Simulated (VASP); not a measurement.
# Nb (Im-3m) in VASP: single point with r2SCAN+rVV10

Aim: the single point of Nb with r2SCAN+rVV10.

Program: VASP 6.6.1. These are calculated values, not measurements. Logs are shortened: lines on timing, memory, paths and dates and some standing lists are left out, and cuts for length are marked.

**1. The cell of the first run**

The structure is cubic, space group Im-3m (No. 229). Conventional cell: a = 3.270 Å, b = 3.270 Å, c = 3.270 Å, α = 90.00°, β = 90.00°, γ = 90.00°. Nb (site symmetry m-3m) has 14 Nb at 2.83 to 3.27 Å within 3.7 Å.

**2. Single point, r2SCAN+rVV10**

Contents of POSCAR:

```
Nb
1.0
   -1.6350000000      1.6350000000      1.6350000000
    1.6350000000     -1.6350000000      1.6350000000
    1.6350000000      1.6350000000     -1.6350000000
Nb
1
Direct
    0.0000000000      0.0000000000      0.0000000000
```

Contents of INCAR.step1:

```
PREC     = Accurate       # precision mode
ENCUT    = 550            # plane-wave cutoff, eV
ISMEAR   = 0              # smearing method
SIGMA    = 0.1            # smearing width, eV
LREAL    = F              # projectors in reciprocal space
LASPH    = T              # aspherical terms in the spheres
NELM     = 120            # most SCF steps
NBANDS   = 12             # bands
GGA      = PE             # functional
ALGO     = Normal         # electronic algorithm
EDIFF    = 1E-5           # SCF threshold, eV
LWAVE    = T              # write WAVECAR
LCHARG   = F              # write CHGCAR
GGA_COMPAT= F
```

Contents of INCAR.step2:

```
PREC     = Accurate       # precision mode
ENCUT    = 550            # plane-wave cutoff, eV
EDIFF    = 1E-6           # SCF threshold, eV
ISMEAR   = 0              # smearing method
SIGMA    = 0.1            # smearing width, eV
LREAL    = F              # projectors in reciprocal space
LASPH    = T              # aspherical terms in the spheres
NELM     = 120            # most SCF steps
ALGO     = Normal         # electronic algorithm
ISIF     = 2              # what is computed and relaxed
LWAVE    = F              # write WAVECAR
LCHARG   = T              # write CHGCAR
METAGGA  = R2SCAN         # meta-GGA
LMIXTAU  = T            
LUSE_VDW = T            
IVDW_NL  = 2            
BPARAM   = 11.95        
CPARAM   = 0.0093       
LELF     = T              # ELF
LVHAR    = T            
NBANDS   = 12             # bands
ISTART   = 1            
GGA_COMPAT= F
```

Contents of KPOINTS:

```
regular mesh
0
Gamma
  8 8 8
```

Potentials or basis: VASP PAW PBE potentials, release 64 (Nb_sv).

Started as:

```
cat potpaw_PBE.64/Nb_sv/POTCAR > POTCAR
cp INCAR.step1 INCAR
mpirun -np 1 vasp_std > vasp.out
cp INCAR.step2 INCAR
mpirun -np 1 vasp_std > vasp.out
```

OUTCAR:

```text
PREC = Accurate
   ENCUT = 550
   EDIFF = 1E-6
   ISMEAR = 0
   LREAL = F
   LASPH = T
   NELM = 120
   ISIF = 2
   METAGGA = R2SCAN
   IVDW_NL = 2
   BPARAM = 11.95
   ISTART = 1

 ion  position               nearest neighbor table
   1  0.000  0.000  0.000-

  LATTYP: Found a body centered cubic cell.
 ALAT       =     3.2700000000

  Lattice vectors:

 A1 = (  -1.6350000000,   1.6350000000,   1.6350000000)
 A2 = (   1.6350000000,  -1.6350000000,   1.6350000000)
 A3 = (   1.6350000000,   1.6350000000,  -1.6350000000)

Analysis of symmetry for initial positions (statically):
=====================================================================
 Subroutine PRICEL returns:
 Original cell was already a primitive cell.

 Routine SETGRP: Setting up the symmetry group for a
 body centered cubic supercell.

 Subroutine GETGRP returns: Found 48 space group operations
 (whereof 48 operations were pure point group operations)
 out of a pool of 48 trial point group operations.

The static configuration has the point symmetry O_h .

Analysis of symmetry for dynamics (positions and initial velocities):
=====================================================================
 Subroutine PRICEL returns:
 Original cell was already a primitive cell.

 Routine SETGRP: Setting up the symmetry group for a
 body centered cubic supercell.

 Subroutine GETGRP returns: Found 48 space group operations
 (whereof 48 operations were pure point group operations)
 out of a pool of 48 trial point group operations.

The dynamic configuration has the point symmetry O_h .

 Subroutine INISYM returns: Found 48 space group operations
 (whereof 48 operations are pure point group operations),
 and found     1 'primitive' translations

----------------------------------------------------------------------------------------

                                     Primitive cell

  volume of cell :      17.4829

  direct lattice vectors                    reciprocal lattice vectors
    -1.635000000  1.635000000  1.635000000     0.000000000  0.305810398  0.305810398
     1.635000000 -1.635000000  1.635000000     0.305810398  0.000000000  0.305810398
     1.635000000  1.635000000 -1.635000000     0.305810398  0.305810398  0.000000000

  length of vectors
     2.831903070  2.831903070  2.831903070     0.432481212  0.432481212  0.432481212

  position of ions in fractional coordinates (direct lattice)
     0.000000000  0.000000000  0.000000000

  ion indices of the primitive-cell ions
   primitive index   ion index
                 1           1

----------------------------------------------------------------------------------------

 KPOINTS: regular mesh

Automatic generation of k-mesh.
 Grid dimensions read from file:
 generate k-points for:    8    8    8

 Generating k-lattice:

  Cartesian coordinates                     Fractional coordinates (reciprocal lattice)
     0.000000000  0.038226300  0.038226300     0.125000000  0.000000000  0.000000000
     0.038226300  0.000000000  0.038226300     0.000000000  0.125000000  0.000000000
     0.038226300  0.038226300  0.000000000     0.000000000  0.000000000  0.125000000

  Length of vectors
     0.054060151  0.054060151  0.054060151

  Shift w.r.t. Gamma in fractional coordinates (k-lattice)
     0.000000000  0.000000000  0.000000000

 Subroutine IBZKPT returns following result:
 ===========================================

 Found     29 irreducible k-points:

 Following reciprocal coordinates:
            Coordinates               Weight
  0.000000  0.000000  0.000000      1.000000
  0.125000  0.000000  0.000000     12.000000
  0.250000  0.000000  0.000000     12.000000
  0.375000  0.000000  0.000000     12.000000
  0.500000  0.000000  0.000000      6.000000
  0.125000  0.125000  0.000000     24.000000
[... 16 lines left out ...]
 -0.250000  0.250000  0.250000      6.000000
 -0.375000  0.375000  0.250000     24.000000
 [... further k-points ...]
   k-points           NKPTS =     29   k-points in BZ     NKDIM =     29   number of bands    NBANDS=     12
   number of dos      NEDOS =    301   number of ions     NIONS =      1
   total plane-waves  NPLWV =  13824
   dimension x,y,z NGX =    24 NGY =   24 NGZ =   24
   dimension x,y,z NGXF=    48 NGYF=   48 NGZF=   48
   ions per type =               1
   NGX,Y,Z   is equivalent  to a cutoff of  14.09, 14.09, 14.09 a.u.
   NGXF,Y,Z  is equivalent  to a cutoff of  28.18, 28.18, 28.18 a.u.
 SYSTEM =  unknown system
   PREC   = accura    normal or accurate (medium, high low for compatibility)
   ISTART =      1    job   : 0-new  1-cont  2-samecut
   ICHARG =      0    charge: 1-file 2-atom 10-const
   ISPIN  =      1    spin polarized calculation?
   LNONCOLLINEAR =      F non collinear calculations
   LSORBIT =      F    spin-orbit coupling
   LASPH  =      T    aspherical Exc in radial PAW
   ENCUT  =  550.0 eV  40.42 Ry    6.36 a.u.   5.42  5.42  5.42*2*pi/ulx,y,z
   NELM   =    120;   NELMIN=  2; NELMDL=  0     # of ELM steps
   EDIFF  = 0.1E-05   stopping-criterion for ELM
   LREAL  =      F    real-space projection
   EDIFFG = 0.1E-04   stopping-criterion for IOM
   NSW    =      0    number of steps for IOM
   IBRION =     -1    ionic relax: 0-MD 1-quasi-New 2-CG
   NFREE  =      0    steps in history (QN), initial steepest desc. (CG)
   ISIF   =      2    stress and relaxation
   ISYM   =      2    0-nonsym 1-usesym 2-fastsym
   POTIM  = 0.5000    time-step for ionic-motion
   TEBEG  =    0.0;   TEEND  =   0.0 temperature during run
   PSTRESS=    0.0 pullay stress
   NELECT =      13.0000    total number of electrons
   NUPDOWN=      -1.0000    fix difference up-down
   EMIN   =  10.00;   EMAX   =-10.00  energy-range for DOS
   EFERMI =   0.00;   METHOD = LEGACY
   ISMEAR =     0;   SIGMA  =   0.10  broadening in eV -4-tet -1-fermi 0-gaus
   EFERMI_NEDOS =   21; number of points for ismear=-14 and -15
   IALGO  =     38    algorithm
   IMIX   =      4    mixing-type and parameters
     AMIX     =   0.40;   BMIX     =  1.00
     AMIX_MAG =   1.60;   BMIX_MAG =  1.00
  volume/ion in A,a.u.               =      17.48       117.98
  Fermi-wavevector in a.u.,A,eV,Ry     =   1.483149  2.802746 29.929167  2.199732
  Thomas-Fermi vector in A             =   2.596847
   LORBIT       =      0    0 simple, 1 ext, 2 COOP (PROOUT), +10 PAW based schemes
   METAGGA = R2SCAN    functional components
   LHFCALC =     F    Hartree Fock is set to
   AEXX    =    0.0000 exact exchange contribution
   IVDW_NL    =     2    kernel type
   BPARAM     =11.9500
   IVDW    =     0    specifies the selected vdW correction
   LEPSILON=     F    determine dielectric tensor
   LRPA    =     F    only Hartree local field effects (RPA)
 non-spin polarized calculation
 Gauss-broadening in eV      SIGMA  =   0.10
  energy-cutoff  :      550.00
  volume of cell :       17.48
 maximum number of plane-waves:       532
 NGX is ok and might be reduce to    24
   NGX = 11   NGY = 11   NGZ = 11

 number of electron      13.0000001 magnetization

 Free energy of the ion-electron system (eV)
  ---------------------------------------------------
  ext. energy  EPLUGINS =         0.00000000
  ---------------------------------------------------
  free energy    TOTEN  =       -24.65660995 eV

  energy without entropy =      -24.65074332  energy(sigma->0) =      -24.65367663

 E-fermi :  11.3882     XC(G=0): -13.8255

 val. band max:       11.3294533461   @ k =  -0.2500   0.2500   0.1250
 cond. band min:      11.4278958689   @ k =   0.2500   0.0000   0.0000
 fundamental gap:      0.0984425228
 Fermi energy:        11.3882173509

 k-point     1 :       0.0000    0.0000    0.0000
  band No.  band energies     occupation
      1     -44.5835      2.00000
      2     -19.0502      2.00000
      3     -19.0502      2.00000
      4     -19.0502      2.00000
      5       5.1954      2.00000
      6      11.9753      0.00000
      7      11.9753      0.00000
      8      11.9753      0.00000
      9      15.1858      0.00000
     10      15.1858      0.00000
     11      26.4925      0.00000
     12      26.4925      0.00000

 k-point     2 :       0.1250    0.0000    0.0000
  band No.  band energies     occupation
      1     -44.5402      2.00000
      2     -19.3001      2.00000
      3     -19.1248      2.00000
      4     -19.0526      2.00000
      5       5.8669      2.00000
      6      11.5626      0.01366
      7      11.8218      0.00000
      8      12.6352      0.00000
      9      14.6735      0.00000
     10      15.1911      0.00000
     11      26.9807      0.00000
     12      27.6746      0.00000

 k-point     3 :       0.2500    0.0000    0.0000
  band No.  band energies     occupation
      1     -44.4342      2.00000
      2     -19.8762      2.00000
      3     -19.3012      2.00000
      4     -19.0585      2.00000
      5       7.2779      2.00000
      6      10.7117      2.00000
      7      11.4279      0.57470
      8      14.4779      0.00000
      9      14.6055      0.00000
     10      15.3395      0.00000
     11      26.7242      0.00000
     12      28.5703      0.00000
[... 286 lines left out ...]
 k-point    23 :      -0.2500    0.2500    0.2500
  band No.  band energies     occupation
      1     -44.3074      2.00000
      2     -19.9109      2.00000
      3     -19.5767      2.00000
      4     -19.5767      2.00000
      5       8.8630      2.00000
      6      10.3425      2.00000
      7      12.5858      0.00000
      8      12.5858      0.00000
      9      14.2848      0.00000
     10      16.8183      0.00000
     11      27.1797      0.00000
     12      30.7587      0.00000

 k-point    24 :      -0.3750    0.3750    0.2500
  band No.  band energies     occupation
      1     -44.2160      2.00000
      2     -20.2250      2.00000
      3     -19.7637      2.00000
      4     -19.6274      2.00000
      5       8.9422      2.00000
      6       9.4980      2.00000
      7      12.5829      0.00000
      8      13.4098      0.00000
      9      16.3945      0.00000
     10      17.9655      0.00000
     11      26.4039      0.00000
     12      28.4092      0.00000

 [... further k-points ...]
[... 5 lines left out ...]
  --------------------------------------------------------------------------------------
  -------------------------------------------------------------------------------------
  Total        0.5220049      0.5220049      0.5220049      0.0000000      0.0000000     -0.0000000
  in kB       47.8378746     47.8378746     47.8378746      0.0000000      0.0000000     -0.0000000
  external PRESSURE =      47.8378746 kB  Pullay stress =       0.0000000 kB

 VOLUME and BASIS-vectors are now :
 -----------------------------------------------------------------------------
  energy-cutoff  :      550.00
  volume of cell :       17.48
      direct lattice vectors                 reciprocal lattice vectors
    -1.635000000  1.635000000  1.635000000     0.000000000  0.305810398  0.305810398
     1.635000000 -1.635000000  1.635000000     0.305810398  0.000000000  0.305810398
     1.635000000  1.635000000 -1.635000000     0.305810398  0.305810398  0.000000000

 POSITION                                       TOTAL-FORCE (eV/Angst)
 -----------------------------------------------------------------------------------
      0.00000      0.00000      0.00000         0.000000      0.000000      0.000000
 -----------------------------------------------------------------------------------
    total drift:                                0.000000      0.000000      0.000000

  FREE ENERGIE OF THE ION-ELECTRON SYSTEM (eV)
  ---------------------------------------------------
  free  energy   TOTEN  =       -24.6566099464 eV

  energy  without entropy=      -24.6507433173  energy(sigma->0) =      -24.65367663
```

Wall time 25 s (1 thread of Intel Xeon Platinum 8488C (Sapphire Rapids), shared host); peak memory 0.21 GiB.

Results:

```
Free energy : -24.6566 eV
Pressure    : 4.8 GPa
```

Caveat: the PAW data sets were made with another functional, which shifts forces and pressure a little.
